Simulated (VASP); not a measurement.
# H6C3O in VASP: a series of runs

H6C3O is run at these levels: PBE; tasks: single point.

Program: VASP 6.6.1. These are calculated values, not measurements. Logs are shortened: lines on timing, memory, paths and dates and some standing lists are left out, and cuts for length are marked.

### 1 The cell of the first run

The cell holds a disordered packing, 30 atoms: a = 7.663 Å, b = 7.663 Å, c = 7.663 Å, α = 90.00°, β = 90.00°, γ = 90.00°.

### 2 Single point, PBE

File INCAR:

```
ALGO = Normal ; EDIFF = 1E-6
ENCUT = 1000 ; GGA = PE
GGA_COMPAT = False ; ISIF = 2
ISMEAR = -1 ; LASPH = True
LCHARG = False ; LREAL = Auto
LWAVE = False ; NBANDS = 57
NELM = 120 ; PREC = Accurate
SIGMA = 0.05
```

File KPOINTS:

```
k-points
0
Gamma
  1 1 1
```

File POSCAR:

```
H6C3O
1.0
    7.6630940000      0.0000000000      0.0000000000
    0.0000000000      7.6630940000      0.0000000000
    0.0000000000      0.0000000000      7.6630940000
O C H
3 9 18
Direct
    0.1583694523      0.1000118229      0.5366109303
    0.7359168503      0.9926538811      0.5057226233
    0.8428840883      0.3878068049      0.4468430115
    0.2551580341      0.1063278096      0.4280646955
    0.7487445671      0.9978998039      0.3624645607
    0.9173318245      0.4242803233      0.3211366062
    0.2015243451      0.3559136819      0.8700663205
    0.3248035324      0.2021637735      0.9000411583
    0.4525326193      0.6747144169      0.2480851729
    0.3190486767      0.6165655804      0.3977375196
    0.9802567997      0.8182334707      0.9032904986
    0.7865882893      0.7456257225      0.8549549307
    0.2641622300      0.4866311179      0.8578780320
    0.1116520298      0.3304017933      0.7600846342
    0.1110256510      0.3631692369      0.9884127743
    0.2402815364      0.0863489343      0.9341135578
    0.4066242695      0.1719801427      0.7874887089
    0.4125226703      0.2103980455      1.0206843346
    0.4813721455      0.5709051722      0.1451893974
    0.4058151968      0.7954489401      0.1878614565
    0.5792960389      0.6927750071      0.3150946602
    0.2692907069      0.7301228459      0.4622806402
    0.2156831170      0.5392469412      0.3513463361
    0.3984421958      0.5440361295      0.4914333558
    0.9818096972      0.9168359412      1.0032501233
    1.0537519180      0.7059159133      0.9465628374
    1.0295710845      0.8717627632      0.7782887695
    0.8129744983      0.6655275271      0.7320411312
    0.7334504836      0.6622259886      0.9609434518
    0.6933491877      0.8458724374      0.8057450424
```

Potentials or basis: VASP PAW PBE potentials, release 64 (O_h, C_h, H_h).

Run with:

```
cat potpaw_PBE.64/O_h/POTCAR potpaw_PBE.64/C_h/POTCAR potpaw_PBE.64/H_h/POTCAR > POTCAR
mpirun -np 1 vasp_gam > vasp.out
```

OUTCAR:

```text
EDIFF = 1E-6
   ENCUT = 1000
   GGA = PE
   ISIF = 2
   ISMEAR = -1
   LASPH = True
   LREAL = Auto
   NELM = 120
   PREC = Accurate

 ion  position               nearest neighbor table
   1  0.158  0.100  0.537-   4 1.12
   2  0.736  0.993  0.506-   5 1.10
   3  0.843  0.388  0.447-   6 1.15
   4  0.255  0.106  0.428-   1 1.12
   5  0.749  0.998  0.362-   2 1.10
   6  0.917  0.424  0.321-   3 1.15
   7  0.202  0.356  0.870-  14 1.11  13 1.11  15 1.14
   8  0.325  0.202  0.900-  17 1.09  16 1.13  18 1.14
   9  0.453  0.675  0.248-  20 1.09  21 1.11  19 1.14
  10  0.319  0.617  0.398-  23 1.05  22 1.07  24 1.09
  11  0.980  0.818  0.903-  25 1.08  26 1.08  27 1.11
  12  0.787  0.746  0.855-  29 1.11  30 1.11  28 1.14
  13  0.264  0.487  0.858-   7 1.11
  14  0.112  0.330  0.760-   7 1.11
  15  0.111  0.363  0.988-   7 1.14
  16  0.240  0.086  0.934-   8 1.13
  17  0.407  0.172  0.787-   8 1.09
  18  0.413  0.210  0.021-   8 1.14
[... 10 lines left out ...]
  29  0.733  0.662  0.961-  12 1.11
  30  0.693  0.846  0.806-  12 1.11

  LATTYP: Found a simple cubic cell.
 ALAT       =     7.6630940000

  Lattice vectors:

 A1 = (   7.6630940000,   0.0000000000,   0.0000000000)
 A2 = (   0.0000000000,   7.6630940000,   0.0000000000)
 A3 = (   0.0000000000,   0.0000000000,   7.6630940000)

Analysis of symmetry for initial positions (statically):
=====================================================================
 Subroutine PRICEL returns:
 Original cell was already a primitive cell.

 Routine SETGRP: Setting up the symmetry group for a
 simple cubic supercell.

 Subroutine GETGRP returns: Found  1 space group operations
 (whereof  1 operations were pure point group operations)
 out of a pool of 48 trial point group operations.

The static configuration has the point symmetry C_1 .

Analysis of symmetry for dynamics (positions and initial velocities):
=====================================================================
 Subroutine PRICEL returns:
 Original cell was already a primitive cell.

 Routine SETGRP: Setting up the symmetry group for a
 simple cubic supercell.

 Subroutine GETGRP returns: Found  1 space group operations
 (whereof  1 operations were pure point group operations)
 out of a pool of 48 trial point group operations.

The dynamic configuration has the point symmetry C_1 .

 Subroutine INISYM returns: Found  1 space group operations
 (whereof  1 operations are pure point group operations),
[... 131 lines left out ...]
   NSW    =      0    number of steps for IOM
   IBRION =     -1    ionic relax: 0-MD 1-quasi-New 2-CG
   NFREE  =      0    steps in history (QN), initial steepest desc. (CG)
   ISIF   =      2    stress and relaxation
   ISYM   =      2    0-nonsym 1-usesym 2-fastsym
   POTIM  = 0.5000    time-step for ionic-motion
   TEBEG  =    0.0;   TEEND  =   0.0 temperature during run
   PSTRESS=    0.0 pullay stress
   NELECT =      72.0000    total number of electrons
   NUPDOWN=      -1.0000    fix difference up-down
   EMIN   =  10.00;   EMAX   =-10.00  energy-range for DOS
   EFERMI =   0.00;   METHOD = LEGACY
   ISMEAR =    -1;   SIGMA  =   0.05  broadening in eV -4-tet -1-fermi 0-gaus
   EFERMI_NEDOS =   21; number of points for ismear=-14 and -15
   IALGO  =     38    algorithm
   IMIX   =      4    mixing-type and parameters
     AMIX     =   0.40;   BMIX     =  1.00
     AMIX_MAG =   1.60;   BMIX_MAG =  1.00
  volume/ion in A,a.u.               =      15.00       101.22
  Fermi-wavevector in a.u.,A,eV,Ry     =   0.888754  1.679501 10.747017  0.789883
  Thomas-Fermi vector in A             =   2.010225
   LORBIT       =      0    0 simple, 1 ext, 2 COOP (PROOUT), +10 PAW based schemes
   GGA     = PE    functional components
   LHFCALC =     F    Hartree Fock is set to
   AEXX    =    0.0000 exact exchange contribution
   IVDW    =     0    specifies the selected vdW correction
   LEPSILON=     F    determine dielectric tensor
   LRPA    =     F    only Hartree local field effects (RPA)
 non-spin polarized calculation
  energy-cutoff  :     1000.00
  volume of cell :      450.00
 maximum number of plane-waves:     16212
 NGX is ok and might be reduce to    80
   NGX = 39   NGY = 39   NGZ = 39

 number of electron      71.9999999 magnetization

 Free energy of the ion-electron system (eV)
  ---------------------------------------------------
  ext. energy  EPLUGINS =         0.00000000
  ---------------------------------------------------
  free energy    TOTEN  =      -165.65398534 eV

  energy without entropy =     -165.65398534  energy(sigma->0) =     -165.65398534

 E-fermi :  -3.7688     XC(G=0):  -5.8147

 val. band max:       -4.9779798230   @ k =   0.0000   0.0000   0.0000
 cond. band min:       0.2000930023   @ k =   0.0000   0.0000   0.0000
 fundamental gap:      5.1780728252
 Fermi energy:        -3.7687712435

 k-point     1 :       0.0000    0.0000    0.0000
  band No.  band energies     occupation
      1     -26.9335      2.00000
      2     -26.9071      2.00000
      3     -26.3650      2.00000
      4     -15.6428      2.00000
      5     -15.5873      2.00000
      6     -15.2386      2.00000
[... 40 lines left out ...]
     47       3.9365      0.00000
     48       4.1203      0.00000
 [bands above 48 left out]

------------------------ aborting loop because EDIFF is reached ----------------------------------------

  FORCE on cell =-STRESS in cart. coord.  units (eV):
  Direction    XX          YY          ZZ          XY          YZ          ZX
  --------------------------------------------------------------------------------------
  -------------------------------------------------------------------------------------
  Total       -2.7902863      0.6453574      0.1979626     -0.2486893      1.4627657     -0.3111714
  in kB       -9.9345200      2.2977270      0.7048251     -0.8854319      5.2080230     -1.1078929
  external PRESSURE =      -2.3106560 kB  Pullay stress =       0.0000000 kB

 VOLUME and BASIS-vectors are now :
 -----------------------------------------------------------------------------
  energy-cutoff  :     1000.00
  volume of cell :      450.00
      direct lattice vectors                 reciprocal lattice vectors
     7.663094000  0.000000000  0.000000000     0.130495594  0.000000000  0.000000000
     0.000000000  7.663094000  0.000000000     0.000000000  0.130495594  0.000000000
     0.000000000  0.000000000  7.663094000     0.000000000  0.000000000  0.130495594

 POSITION                                       TOTAL-FORCE (eV/Angst)
 -----------------------------------------------------------------------------------
      1.21360      0.76640      4.11210        -1.627469     -0.173470      1.635997
      5.63940      7.60680      3.87540        -0.419370     -0.136471      4.144503
      6.45910      2.97180      3.42420         0.945844      0.558853     -1.602926
      1.95530      0.81480      3.28030         1.644080      0.102654     -1.802908
      5.73770      7.64700      2.77760         0.405428      0.150733     -4.205059
      7.02960      3.25130      2.46090        -1.056673     -0.482125      1.572541
[... 22 lines left out ...]
      5.62050      5.07470      7.36380        -0.003387      0.375627     -0.488288
      5.31320      6.48200      6.17450         0.361446     -0.198019      0.764423
 -----------------------------------------------------------------------------------
    total drift:                               -0.003787      0.003523     -0.002080

  FREE ENERGIE OF THE ION-ELECTRON SYSTEM (eV)
  ---------------------------------------------------
  free  energy   TOTEN  =      -165.6539853393 eV

  energy  without entropy=     -165.6539853392  energy(sigma->0) =     -165.65398534
```

It took 2.2 min on 1 thread of AMD EPYC 7R13 (Zen 3), shared host; peak memory 0.93 GiB.

Results:

```yaml
Free_energy: -165.6540 eV
Pressure: -0.2 GPa
Largest_force: 4.227 eV/Å
```

Forces on the atoms (eV/Å):
```
O   -1.627 -0.173  1.636
O   -0.419 -0.136  4.145
O    0.946  0.559 -1.603
C    1.644  0.103 -1.803
C    0.405  0.151 -4.205
C   -1.057 -0.482  1.573
C   -0.804  0.257  1.370
C   -0.114 -0.714  1.480
C   -0.293 -1.208  0.595
C    2.742  0.425 -0.933
C   -2.261 -0.533 -1.442
C    1.611 -0.030 -0.928
H   -0.130 -0.573 -0.148
H    0.371  0.222  0.060
H    0.698  0.161 -0.876
H    0.613  0.440 -0.558
H    0.124 -0.107 -0.093
H   -0.633  0.405 -1.074
H   -0.631  0.800  0.816
H    0.294 -0.017 -0.234
H   -0.258  0.396 -0.357
H   -0.358  0.668  0.406
H   -1.160 -0.850 -0.568
H   -0.282 -0.263  0.276
H   -0.132  0.499  0.453
H    0.506 -0.231  0.017
H    0.283 -0.104  0.569
H   -0.435  0.158  1.152
H   -0.003  0.376 -0.488
H    0.361 -0.198  0.764
```

Stress tensor (GPa, compression positive):
```
-0.99 -0.09 -0.11
-0.09  0.23  0.52
-0.11  0.52  0.07
```

Levels at points of the mesh, in eV from the Fermi level:
| k point | band 34 | band 35 | band 36 | band 37 | band 38 | band 39 |
| --- | --- | --- | --- | --- | --- | --- |
| (0.00, 0.00, 0.00) | -1.44 | -1.30 | -1.21 | 3.97 | 4.13 | 4.48 |

Caveat: the k points lie up to 0.82 Å⁻¹ apart, too coarse for converged energies, forces and pressures.

### 3 Single point, PBE

INCAR is that of step 2.

KPOINTS is that of step 2.

File POSCAR:

```
H6C3O
1.0
    7.6630940000      0.0000000000      0.0000000000
    0.0000000000      7.6630940000      0.0000000000
    0.0000000000      0.0000000000      7.6630940000
O C H
3 9 18
Direct
    0.1721106383      0.1210868613      0.5355278168
    0.7605544184      0.9877863954      0.4867746631
    0.8337102481      0.3810732323      0.4188908553
    0.2783340515      0.1284207136      0.4348374168
    0.7862620503      1.0019321178      0.3439472359
    0.8929813467      0.4125487695      0.2847283356
    0.2028293011      0.3604157798      0.8804276706
    0.3267218176      0.1984837978      0.8970136605
    0.4479783231      0.6786031856      0.2587727620
    0.3086220788      0.6182228745      0.3788287081
    0.9719311808      0.8359025741      0.8825677983
    0.8008123090      0.7543297785      0.8955521099
    0.2530440055      0.4922946267      0.8492392237
    0.1280553260      0.3388579078      0.7613895902
    0.1103079252      0.3481883427      0.9794085783
    0.2656759789      0.0800459971      0.8680044901
    0.4414013452      0.2170141721      0.8124133672
    0.3871021287      0.1952997053      1.0237379314
    0.5138003005      0.5762032933      0.1883573397
    0.4019264282      0.7714638500      0.1645940922
    0.5383073730      0.7572920285      0.3430859650
    0.3180960589      0.7069207294      0.4976449460
    0.1815063211      0.6305286089      0.3121324102
    0.3175871260      0.4887842952      0.4404356778
    0.9637360575      0.9768769638      0.8979662784
    1.0787809728      0.7775710438      0.9684860971
    1.0098662498      0.8261545532      0.7436421894
    0.7816816550      0.6437086639      0.8030437836
    0.7832737012      0.7004350984      1.0247427475
    0.6940799630      0.8438628053      0.8555552105
```

Potentials or basis: VASP PAW PBE potentials, release 64 (O_h, C_h, H_h).

Run with:

```
cat potpaw_PBE.64/O_h/POTCAR potpaw_PBE.64/C_h/POTCAR potpaw_PBE.64/H_h/POTCAR > POTCAR
mpirun -np 1 vasp_gam > vasp.out
```

Wall time 74 s (1 thread of Intel Xeon 6975P-C (Granite Rapids), shared host); peak memory 0.95 GiB.

Results (log left out):

```yaml
Free_energy: -165.3619 eV
Pressure: 1.6 GPa
Largest_force: 3.484 eV/Å
```

Forces on the atoms (eV/Å):
```
O   -1.076 -0.164  0.789
O   -0.408 -0.248  2.207
O    0.596  0.443 -1.309
C    1.079  0.034 -0.984
C    0.406  0.137 -2.188
C   -0.627 -0.270  1.323
C    0.914 -1.212 -2.181
C    1.426  3.173 -0.198
C    1.505  0.716  0.802
C   -1.170  0.664  1.666
C    2.338  0.484 -0.986
C   -2.048 -1.227 -0.513
H    0.449 -0.383  0.995
H   -0.417 -0.180 -0.317
H   -1.248  0.652  1.635
H   -0.906 -1.473 -0.310
H   -0.127 -0.234 -0.335
H    0.026 -0.230  0.905
H    0.475 -0.399 -0.231
H   -0.437  0.452 -0.598
H    0.192 -0.712 -0.859
H   -0.809 -0.489 -0.821
H   -0.079 -0.127  0.547
H    0.283 -0.127 -0.534
H    0.178  0.303  0.640
H   -0.943  0.536 -0.770
H    0.587 -0.093  0.217
H    0.336  0.083  0.340
H   -0.672 -0.011  0.507
H    0.178 -0.098  0.560
```

Stress tensor (GPa, compression positive):
```
 2.81  1.04 -1.92
 1.04  0.47  0.23
-1.92  0.23  1.42
```

Levels at points of the mesh, in eV from the Fermi level:
| k point | band 32 | band 33 | band 34 | band 35 | band 36 | band 37 | band 38 | band 39 | band 40 | band 41 |
| --- | --- | --- | --- | --- | --- | --- | --- | --- | --- | --- |
| (0.00, 0.00, 0.00) | -1.95 | -1.77 | -1.72 | -1.65 | -1.28 | 3.69 | 3.82 | 4.11 | 4.20 | 4.26 |

Caveat: the k points lie up to 0.82 Å⁻¹ apart, too coarse for converged energies, forces and pressures.
